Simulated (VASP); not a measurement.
A run of VASP 6.6.1:

Contents of POSCAR:

```
TaO2
1.0
    4.9684508651      0.0000000000      0.0000000000
    0.0000000000      4.9684508651      0.0000000000
    0.0000000000      0.0000000000      2.8457178677
Ta O
2 4
Direct
    0.0000000000      0.0000000000      0.5000000000
    0.5000000000      0.5000000000      0.0000000000
    0.7155708198      0.2844291802      0.5000000000
    0.2844291802      0.7155708198      0.5000000000
    0.2155708198      0.2155708198      0.0000000000
    0.7844291802      0.7844291802      0.0000000000
```

The input INCAR.step1:

```
ALGO = Normal
EDIFF = 1E-4
ENCUT = 520
GGA = PE
ISMEAR = 0
LASPH = T
LCHARG = F
LREAL = F
LWAVE = T
NBANDS = 32
NELM = 60
PREC = Accurate
SIGMA = 0.1
```

File INCAR.step2:

```
ALGO = Normal
EDIFF = 1E-6
ENCUT = 520
ISIF = 2
ISMEAR = 0
ISTART = 1
LASPH = T
LCHARG = T
LELF = T
LMIXTAU = T
LREAL = F
LVHAR = T
LWAVE = F
METAGGA = R2SCAN
NBANDS = 32
NELM = 60
PREC = Accurate
SIGMA = 0.1
```

The input KPOINTS:

```
k-points
0
Gamma
  8 8 12
```

Potentials or basis: VASP PAW PBE potentials, release 64 (Ta_pv, O).

The run is started by

```console
$ cat potpaw_PBE.64/Ta_pv/POTCAR potpaw_PBE.64/O/POTCAR > POTCAR
$ cp INCAR.step1 INCAR
$ mpirun -np 1 vasp_std > vasp.out
$ cp INCAR.step2 INCAR
$ mpirun -np 1 vasp_std > vasp.out
```

Hardware: 1 thread of Intel Xeon 8259CL, on a shared host.

Task: Estimate the wall time of this run.

Result: It took 13 min on 1 thread of Intel Xeon 8259CL, on a shared host, peak memory 0.33 GiB. Counts: k points 105.
